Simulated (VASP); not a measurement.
**SnPbO2: relaxation of cell and atoms with PBE+D3(BJ)**

Crystal: SnPbO2.

```
Sn Pb O
1.0
     3.85010    0.00000    0.00000
     0.00000    3.85010    0.00000
     0.00000    0.00000    4.93356
Sn Pb O
1 1 2
Direct
  0.00000 0.00000 0.23537
  0.50000 0.50000 0.76463
  0.50000 0.00000 0.00000
  0.00000 0.50000 0.00000
```

```json
{"Program": "VASP 6.6.1", "Task": "relaxation of cell and atoms", "Functional": "PBE", "Dispersion": "D3(BJ)", "Potentials or basis": "VASP PAW PBE potentials, release 64 (Sn_d, Pb_d, O)", "Cutoff": "600 eV", "k mesh": "6 × 6 × 6", "Occupations": "fermi-dirac, width 0.02 eV", "Spin": "no spin polarisation", "Dipole correction": "no", "Further INCAR settings": "ALGO = Normal; EDIFF = 1e-06; IBRION = 2; EDIFFG = -0.005; NSW = 80; ISIF = 3"}
```

```yaml
Relaxed_volume: 18.64 Å³/atom
Relaxed_cell: a = 3.918 Å, b = 3.918 Å, c = 4.856 Å, α = 90.00°, β = 90.00°, γ = 90.00°
Space_group_after_relaxing_to_0.1_Å: P4mm (No. 99)
Energy_gained_by_relaxing: 52.6 meV/atom
Ionic_steps: 17
Pressure_after_relaxing: 0.0 GPa
Band_gap_on_the_k_mesh: 0.61 eV (least direct gap 1.74 eV)
Dispersion_energy_per_atom: -0.238 eV
```

Forces in eV/Å, atoms in the order of the input:
```
Sn   0.000  0.000 -0.002
Pb   0.000  0.000 -0.002
O    0.000  0.000  0.002
O    0.000  0.000  0.002
```

Step by step:
```
step  energy change (eV)  largest force (eV/Å)  pressure (GPa)  volume (Å³)
   1              0.0000                2.0139            5.54        73.13
   2             -0.1096                1.1229           -5.09        80.03
   3             -0.1653                0.8378           -1.71        77.33
   4             -0.2059                0.1067           -0.25        76.19
   5             -0.2064                0.1126           -0.05        76.05
   6             -0.2073                0.0583           -0.19        75.95
   7             -0.2079                0.0622           -0.46        75.77
   8             -0.2083                0.0581           -0.36        75.60
   9             -0.2091                0.0416           -0.07        75.10
  10             -0.2087                0.0803            0.53        74.08
  11             -0.2093                0.0515            0.12        74.75
  12             -0.2097                0.0316            0.09        74.71
  13             -0.2101                0.0258           -0.01        74.59
  14             -0.2102                0.0361           -0.02        74.57
  15             -0.2102                0.0128            0.04        74.53
  16             -0.2102                0.0119            0.05        74.52
  17             -0.2102                0.0021           -0.01        74.56
```

Final structure:
```
CELL_PARAMETERS angstrom
3.91828 0.00000 0.00000
0.00000 3.91828 0.00000
0.00000 0.00000 4.85631
ATOMIC_POSITIONS crystal
Sn 0.00000 0.00000 0.22937
Pb 0.50000 0.50000 0.74229
O 0.50000 0.00000 0.01417
O 0.00000 0.50000 0.01417
```

Levels at points of the mesh, in eV from the valence-band top:
```tsv
k point	band 16	band 17	band 18	band 19	band 20	band 21	band 22	band 23	band 24
(0.00, 0.00, 0.00)	-5.08	-2.40	-2.19	-2.19	0.00	2.40	5.02	5.02	5.35
(0.50, 0.00, 0.00)	-3.89	-3.79	-3.38	-2.31	-1.86	3.30	3.54	6.04	6.11
(0.50, 0.50, 0.00)	-3.97	-2.32	-1.79	-1.40	-1.13	0.61	0.61	4.50	5.53
(0.00, 0.00, 0.50)	-3.53	-2.45	-2.20	-2.20	-1.37	1.92	3.42	3.42	3.97
(0.50, 0.00, 0.50)	-4.17	-4.02	-3.31	-1.67	-0.80	2.92	2.97	5.60	6.05
(0.50, 0.50, 0.50)	-4.51	-3.18	-1.80	-1.79	-1.40	2.90	2.90	4.68	4.68
```

It took 5 min on 1 thread of Intel(R) Xeon(R) 6975P-C (Granite Rapids), on a shared host, peak memory 0.27 GiB.

Caveat: spin-orbit coupling is left out, which moves the levels of the heavy elements. A k mesh can miss the band edges.
